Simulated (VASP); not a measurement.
Crystal: Mo.

```xyz
4
Lattice="2.8039 0.0000 0.0000 -1.4020 2.4283 0.0000 0.0000 0.0000 9.1576" Properties=species:S:1:pos:R:3 pbc="T T T"
Mo    0.0000    0.0000    0.0000
Mo    0.0000    0.0000    4.5788
Mo    0.0000    1.6188    2.2894
Mo    1.4020    0.8094    6.8682
```

This isn't the form of Mo at room conditions, which is bcc.

```yaml
Program: VASP 6.6.1
Task: relaxation of cell and atoms
Functional: LDA
Potentials_or_basis: VASP PAW LDA potentials, release 64 (Mo_sv)
Cutoff: 600 eV
k_mesh: 13 × 13 × 4
Occupations: fermi-dirac, width 0.1 eV
Spin: no spin polarisation
```

At the start: pressure -4.9 GPa; volume 15.59 Å³/atom.

**Question.** Where does the relaxation end?

**Answer.** Over 9 steps the energy falls by 13.2 meV/atom and the volume is 15.34 Å³/atom (-1.6 %); space group P6_3/mmc (No. 194, to 0.1 Å) before and after.

Step by step:
| step | energy change (eV) | largest force (eV/Å) | pressure (GPa) | volume (Å³) |
| --- | --- | --- | --- | --- |
| 1 | 0.0000 | 0.0000 | -4.87 | 62.35 |
| 2 | 0.1054 | 0.0000 | 15.00 | 58.17 |
| 3 | -0.0218 | 0.0000 | 0.40 | 61.10 |
| 4 | -0.0334 | 0.0000 | 0.46 | 61.11 |
| 5 | -0.0512 | 0.0000 | 1.28 | 61.10 |
| 6 | -0.0516 | 0.0000 | 1.03 | 61.11 |
| 7 | -0.0519 | 0.0000 | 1.12 | 61.11 |
| 8 | -0.0401 | 0.0000 | -3.97 | 62.36 |
| 9 | -0.0528 | 0.0000 | 0.01 | 61.37 |

Final structure:
```
CELL_PARAMETERS angstrom
2.73782 0.00000 0.00000
-1.36891 2.37102 0.00000
0.00000 0.00000 9.45368
ATOMIC_POSITIONS crystal
Mo 0.00000 0.00000 0.00000
Mo 0.00000 0.00000 0.50000
Mo 0.33333 0.66667 0.25000
Mo 0.66667 0.33333 0.75000
```
